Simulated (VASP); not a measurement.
# CuO (P4/mmm) in VASP: settings compared, part 2 of 2

VASP 6.6.1. Earlier steps stand in the parts before.

## 5. Single point, PBE

This run uses another cell than the first one, of 11.22 Å³/atom.

File INCAR:

```
PREC = Accurate
ENCUT = 520
EDIFF = 1E-6
ISMEAR = -1
SIGMA = 0.05
LREAL = False
LASPH = True
NELM = 60
ALGO = Normal
ISIF = 2
LWAVE = False
LCHARG = True
GGA = PE
LELF = True
LVHAR = True
NBANDS = 34
```

File KPOINTS:

```
regular mesh
0
Gamma
  5 5 5
```

File POSCAR:

```
CuO
1.0
    4.1609370000      0.0000000000      0.0000000000
    0.0000000000      4.1609370000      0.0000000000
    0.0000000000      0.0000000000      3.8876430000
Cu O
3 3
Direct
    0.5000000000      0.0000000000      0.5000000000
    0.0000000000      0.5000000000      0.5000000000
    0.0000000000      0.0000000000      0.0000000000
    0.0000000000      0.0000000000      0.5000000000
    0.5000000000      0.0000000000      0.0000000000
    0.0000000000      0.5000000000      0.0000000000
```

Started as:

```console
$ cat potpaw_PBE.64/Cu/POTCAR potpaw_PBE.64/O/POTCAR > POTCAR
$ mpirun -np 1 vasp_std > vasp.out
```

It took 23 s on 1 thread of Intel Xeon 6975P-C (Granite Rapids), shared host; peak memory 0.19 GiB.

Results (log left out):

```
Free energy            : -27.8706 eV
Pressure               : 2.5 GPa
Band gap on the k mesh : zero (an odd number of electrons rules out a gap without spin polarisation)
```

Stress tensor (GPa, compression positive):
```
2.94 0.00 0.00
0.00 2.94 0.00
0.00 0.00 1.70
```

Levels at points of the mesh, in eV from the Fermi level:
| k point | band 23 | band 24 | band 25 | band 26 | band 27 | band 28 | band 29 | band 30 |
| --- | --- | --- | --- | --- | --- | --- | --- | --- |
| (0.00, 0.00, 0.00) | -1.62 | -1.55 | -1.46 | -1.46 | -1.44 | 1.27 | 6.13 | 7.52 |

Caveat: an odd number of electrons without spin polarisation forces a metal; a magnetic or distorted state may lie lower; semilocal functionals often make such compounds metallic where correlation or magnetic order opens a gap, which also shifts bond lengths. With open d or f shells a metallic result of PBE can be an artefact of self-interaction; +U or a hybrid may open a gap.

## 6. Single point, LDA

This run uses another cell than the first one, of 10.37 Å³/atom.

File INCAR:

```
ALGO = Normal ; EDIFF = 1E-7
ENCUT = 520 ; GGA = CA
ISIF = 2 ; ISMEAR = -1
LASPH = True ; LCHARG = False
LREAL = False ; LWAVE = False
NBANDS = 34 ; NELM = 100
PREC = Accurate ; SIGMA = 0.05
```

File KPOINTS:

```
k-points
0
Gamma
  7 7 7
```

POSCAR: that of step 5 with these lines changed.

```diff
@@ -2,5 +2,5 @@
 1.0
-    4.1609370000      0.0000000000      0.0000000000
-    0.0000000000      4.1609370000      0.0000000000
-    0.0000000000      0.0000000000      3.8876430000
+    4.0426850577      0.0000000000      0.0000000000
+    0.0000000000      4.0426850577      0.0000000000
+    0.0000000000      0.0000000000      3.8071675630
 Cu O
```

Potentials or basis: VASP PAW LDA potentials, release 64 (Cu, O).

Started as:

```console
$ cat potpaw_LDA.64/Cu/POTCAR potpaw_LDA.64/O/POTCAR > POTCAR
$ mpirun -np 1 vasp_std > vasp.out
```

OUTCAR:

```text
EDIFF = 1E-7
   ENCUT = 520
   GGA = CA
   ISIF = 2
   ISMEAR = -1
   LASPH = True
   LREAL = False
   NELM = 100
   PREC = Accurate

 ion  position               nearest neighbor table
   1  0.500  0.000  0.500-   5 1.90   5 1.90   4 2.02   4 2.02   3 2.78   3 2.78   3 2.78   3 2.78

   2  0.000  0.500  0.500-   6 1.90   6 1.90   4 2.02   4 2.02   3 2.78   3 2.78   3 2.78   3 2.78

   3  0.000  0.000  0.000-   4 1.90   4 1.90   6 2.02   5 2.02   6 2.02   5 2.02   2 2.78   2 2.78
                             2 2.78   1 2.78   2 2.78   1 2.78   1 2.78   1 2.78
   4  0.000  0.000  0.500-   3 1.90   3 1.90   1 2.02   2 2.02   2 2.02   1 2.02
   5  0.500  0.000  0.000-   1 1.90   1 1.90   3 2.02   3 2.02
   6  0.000  0.500  0.000-   2 1.90   2 1.90   3 2.02   3 2.02

  LATTYP: Found a simple tetragonal cell.
 ALAT       =     4.0426850577
 C/A-ratio  =     0.9417423095

  Lattice vectors:

 A1 = (   4.0426850577,   0.0000000000,   0.0000000000)
 A2 = (   0.0000000000,   4.0426850577,   0.0000000000)
 A3 = (   0.0000000000,   0.0000000000,   3.8071675630)

Analysis of symmetry for initial positions (statically):
=====================================================================
 Subroutine PRICEL returns:
 Original cell was already a primitive cell.

 Routine SETGRP: Setting up the symmetry group for a
 simple tetragonal supercell.

 Subroutine GETGRP returns: Found 16 space group operations
 (whereof 16 operations were pure point group operations)
 out of a pool of 16 trial point group operations.

The static configuration has the point symmetry D_4h.

Analysis of symmetry for dynamics (positions and initial velocities):
=====================================================================
 Subroutine PRICEL returns:
 Original cell was already a primitive cell.

 Routine SETGRP: Setting up the symmetry group for a
 simple tetragonal supercell.

 Subroutine GETGRP returns: Found 16 space group operations
 (whereof 16 operations were pure point group operations)
 out of a pool of 16 trial point group operations.

The dynamic configuration has the point symmetry D_4h.

 Subroutine INISYM returns: Found 16 space group operations
 (whereof 16 operations are pure point group operations),
 and found     1 'primitive' translations

----------------------------------------------------------------------------------------

                                     Primitive cell

  volume of cell :      62.2217

  direct lattice vectors                    reciprocal lattice vectors
     4.042685058  0.000000000  0.000000000     0.247360352  0.000000000  0.000000000
     0.000000000  4.042685058  0.000000000     0.000000000  0.247360352  0.000000000
     0.000000000  0.000000000  3.807167563     0.000000000  0.000000000  0.262662461

  length of vectors
     4.042685058  4.042685058  3.807167563     0.247360352  0.247360352  0.262662461

  position of ions in fractional coordinates (direct lattice)
     0.500000000  0.000000000  0.500000000
     0.000000000  0.500000000  0.500000000
     0.000000000  0.000000000  0.000000000
     0.000000000  0.000000000  0.500000000
     0.500000000  0.000000000  0.000000000
     0.000000000  0.500000000  0.000000000
[... 27 lines left out ...]

  Shift w.r.t. Gamma in fractional coordinates (k-lattice)
     0.000000000  0.000000000  0.000000000

 Subroutine IBZKPT returns following result:
 ===========================================

 Found     40 irreducible k-points:

 Following reciprocal coordinates:
            Coordinates               Weight
  0.000000  0.000000  0.000000      1.000000
  0.142857  0.000000  0.000000      4.000000
  0.285714  0.000000  0.000000      4.000000
  0.428571  0.000000  0.000000      4.000000
  0.142857  0.142857  0.000000      4.000000
  0.285714  0.142857  0.000000      8.000000
[... 16 lines left out ...]
  0.285714  0.000000  0.285714      8.000000
  0.428571  0.000000  0.285714      8.000000
 [... further k-points ...]
   k-points           NKPTS =     40   k-points in BZ     NKDIM =     40   number of bands    NBANDS=     34
   number of dos      NEDOS =    301   number of ions     NIONS =      6
   total plane-waves  NPLWV =  25200
   dimension x,y,z NGX =    30 NGY =   30 NGZ =   28
   dimension x,y,z NGXF=    60 NGYF=   60 NGZF=   56
   ions per type =               3   3
   NGX,Y,Z   is equivalent  to a cutoff of  12.34, 12.34, 12.23 a.u.
   NGXF,Y,Z  is equivalent  to a cutoff of  24.67, 24.67, 24.45 a.u.
 SYSTEM =  unknown system
   PREC   = accura    normal or accurate (medium, high low for compatibility)
   ISTART =      0    job   : 0-new  1-cont  2-samecut
   ICHARG =      2    charge: 1-file 2-atom 10-const
   ISPIN  =      1    spin polarized calculation?
   LNONCOLLINEAR =      F non collinear calculations
   LSORBIT =      F    spin-orbit coupling
   LASPH  =      T    aspherical Exc in radial PAW
   ENCUT  =  520.0 eV  38.22 Ry    6.18 a.u.   7.52  7.52  7.08*2*pi/ulx,y,z
   NELM   =    100;   NELMIN=  2; NELMDL= -5     # of ELM steps
   EDIFF  = 0.1E-06   stopping-criterion for ELM
   LREAL  =      F    real-space projection
   EDIFFG = 0.1E-05   stopping-criterion for IOM
   NSW    =      0    number of steps for IOM
   IBRION =     -1    ionic relax: 0-MD 1-quasi-New 2-CG
   NFREE  =      0    steps in history (QN), initial steepest desc. (CG)
   ISIF   =      2    stress and relaxation
   ISYM   =      2    0-nonsym 1-usesym 2-fastsym
   POTIM  = 0.5000    time-step for ionic-motion
   TEBEG  =    0.0;   TEEND  =   0.0 temperature during run
   PSTRESS=    0.0 pullay stress
   NELECT =      51.0000    total number of electrons
   NUPDOWN=      -1.0000    fix difference up-down
   EMIN   =  10.00;   EMAX   =-10.00  energy-range for DOS
   EFERMI =   0.00;   METHOD = LEGACY
   ISMEAR =    -1;   SIGMA  =   0.05  broadening in eV -4-tet -1-fermi 0-gaus
   EFERMI_NEDOS =   21; number of points for ismear=-14 and -15
   IALGO  =     38    algorithm
   IMIX   =      4    mixing-type and parameters
     AMIX     =   0.40;   BMIX     =  1.00
     AMIX_MAG =   1.60;   BMIX_MAG =  1.00
  volume/ion in A,a.u.               =      10.37        69.98
  Fermi-wavevector in a.u.,A,eV,Ry     =   1.532090  2.895230 31.936953  2.347300
  Thomas-Fermi vector in A             =   2.639344
   LORBIT       =      0    0 simple, 1 ext, 2 COOP (PROOUT), +10 PAW based schemes
   GGA     = CA    functional components
   LHFCALC =     F    Hartree Fock is set to
   AEXX    =    0.0000 exact exchange contribution
   IVDW    =     0    specifies the selected vdW correction
   LEPSILON=     F    determine dielectric tensor
   LRPA    =     F    only Hartree local field effects (RPA)
 non-spin polarized calculation
  energy-cutoff  :      520.00
  volume of cell :       62.22
 maximum number of plane-waves:      1692
 NGX is ok and might be reduce to    30
   NGX = 15   NGY = 15   NGZ = 15

 number of electron      50.9999943 magnetization

 Free energy of the ion-electron system (eV)
  ---------------------------------------------------
  ext. energy  EPLUGINS =         0.00000000
  ---------------------------------------------------
  free energy    TOTEN  =       -33.31839754 eV

  energy without entropy =      -33.29030966  energy(sigma->0) =      -33.30435360

 E-fermi :   4.7672     XC(G=0): -12.1403

 val. band max:        4.7645464806   @ k =   0.4286   0.2857   0.2857
 cond. band min:       4.8157902423   @ k =   0.1429   0.0000   0.4286
 fundamental gap:      0.0512437617
 Fermi energy:         4.7671702596

 k-point     1 :       0.0000    0.0000    0.0000
  band No.  band energies     occupation
      1     -15.4066      2.00000
      2     -13.1436      2.00000
      3     -12.6192      2.00000
      4      -1.7515      2.00000
      5      -1.6034      2.00000
      6      -1.6034      2.00000
[... 877 lines left out ...]
     33      16.2780      0.00000
     34      17.3140      0.00000

 [... further k-points ...]
[... 5 lines left out ...]
  --------------------------------------------------------------------------------------
  -------------------------------------------------------------------------------------
  Total        0.1975866      0.1975866      0.6097662      0.0000000      0.0000000      0.0000000
  in kB        5.0877559      5.0877559     15.7011742      0.0000000      0.0000000      0.0000000
  external PRESSURE =       8.6255620 kB  Pullay stress =       0.0000000 kB

 VOLUME and BASIS-vectors are now :
 -----------------------------------------------------------------------------
  energy-cutoff  :      520.00
  volume of cell :       62.22
      direct lattice vectors                 reciprocal lattice vectors
     4.042685058  0.000000000  0.000000000     0.247360352  0.000000000  0.000000000
     0.000000000  4.042685058  0.000000000     0.000000000  0.247360352  0.000000000
     0.000000000  0.000000000  3.807167563     0.000000000  0.000000000  0.262662461

 POSITION                                       TOTAL-FORCE (eV/Angst)
 -----------------------------------------------------------------------------------
      2.02134      0.00000      1.90358         0.000000      0.000000      0.000000
      0.00000      2.02134      1.90358         0.000000      0.000000      0.000000
      0.00000      0.00000      0.00000         0.000000      0.000000      0.000000
      0.00000      0.00000      1.90358         0.000000      0.000000      0.000000
      2.02134      0.00000      0.00000         0.000000      0.000000      0.000000
      0.00000      2.02134      0.00000         0.000000      0.000000      0.000000
 -----------------------------------------------------------------------------------
    total drift:                                0.000000      0.000000     -0.000000

  FREE ENERGIE OF THE ION-ELECTRON SYSTEM (eV)
  ---------------------------------------------------
  free  energy   TOTEN  =       -33.3183975390 eV

  energy  without entropy=      -33.2903096579  energy(sigma->0) =      -33.30435360
```

Wall time 50 s (1 thread of Intel Xeon 6975P-C (Granite Rapids), shared host); peak memory 0.18 GiB.

What came out:

```
Free energy            : -33.3184 eV
Pressure               : 0.9 GPa
Band gap on the k mesh : zero (an odd number of electrons rules out a gap without spin polarisation)
```

Caveat: an odd number of electrons without spin polarisation forces a metal; a magnetic or distorted state may lie lower; semilocal functionals often make such compounds metallic where correlation or magnetic order opens a gap, which also shifts bond lengths.

## 7. Summary

| task | level | potentials or basis | cell | k mesh | cutoff (eV) | gap on the mesh (eV) | pressure (GPa) |
| --- | --- | --- | --- | --- | --- | --- | --- |
| single point | PBEsol | VASP PAW PBE potentials, release 64 (Cu, O) | a = 4.109, b = 4.109, c = 3.841 Å, 6 atoms | 7 × 7 × 7 | 520 | none | 0.7 |
| single point | PBEsol | VASP PAW PBE potentials, release 64 (Cu, O) | a = 4.110, b = 4.110, c = 3.846 Å, 6 atoms | 7 × 7 × 7 | 520 | none | 0.3 |
| relaxation of cell and atoms | PBEsol | VASP PAW PBE potentials, release 64 (Cu, O) | relaxed from a = 4.161, b = 4.161, c = 3.888 Å, 6 atoms | 7 × 7 × 7 | 600 | none | 0.1 |
| single point | PBE | VASP PAW PBE potentials, release 64 (Cu, O) | a = 4.161, b = 4.161, c = 3.888 Å, 6 atoms | 5 × 5 × 5 | 520 | none | 2.5 |
| single point | LDA | VASP PAW LDA potentials, release 64 (Cu, O) | a = 4.043, b = 4.043, c = 3.807 Å, 6 atoms | 7 × 7 × 7 | 520 | none | 0.9 |

Alike in all rows: no spin polarisation; smearing fermi-dirac 0.05 eV.

Caveats: an odd number of electrons without spin polarisation forces a metal; a magnetic or distorted state may lie lower; semilocal functionals often make such compounds metallic where correlation or magnetic order opens a gap, which also shifts bond lengths; the PAW data sets were made with another functional, which shifts forces and pressure a little (at least some runs).

Total energies depend on the potentials used, so only differences within one code and one set of settings carry meaning.
